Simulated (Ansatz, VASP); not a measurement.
# Ta in VASP and in Ansatz

```
Ta
1.0
    -1.65128    1.65128    1.65128
     1.65128   -1.65128    1.65128
     3.30256    3.30256    0.00000
Ta
2
Direct
  0.99679 0.00321 0.00000
  0.50321 0.49679 0.50000
```

Change from the starting cell: mode 4 (91.0 1/cm) frozen in, largest displacement +0.015 Å.

Alike in both runs: task single point; functional PBE; k mesh 18 × 18 × 10; occupations gaussian, width 0.15 eV; no spin polarisation.

|  | VASP | Ansatz |
| --- | --- | --- |
| version | VASP 6.6.1 | Ansatz 0.2.0 |
| potentials or method | VASP PAW PBE potentials, release 64 (Ta_pv), cutoff 500 eV | scalar-relativistic, plane waves, PAW |
| valence electrons in the cell | 22 | 26 |

```csv
,VASP,Ansatz,Ansatz less VASP
gap on the k mesh at the Fermi level (eV),none,none,-
pressure (GPa),3.2,3.0,-0.12
"traceless stress, the component that is largest in VASP (GPa)",0.13,0.13,+0.001
rms of the force components (eV/Å),0.048,0.048,+0.0001
```

Atom by atom the forces differ by 0.000 eV/Å (rms over components). A gap of «none» marks a metal or a gap that the smearing closes. VASP's potentials hold 22 valence electrons a cell and Ansatz's 26, so a difference there can come from the potentials and not from the codes.

Neither program's run includes spin-orbit coupling.
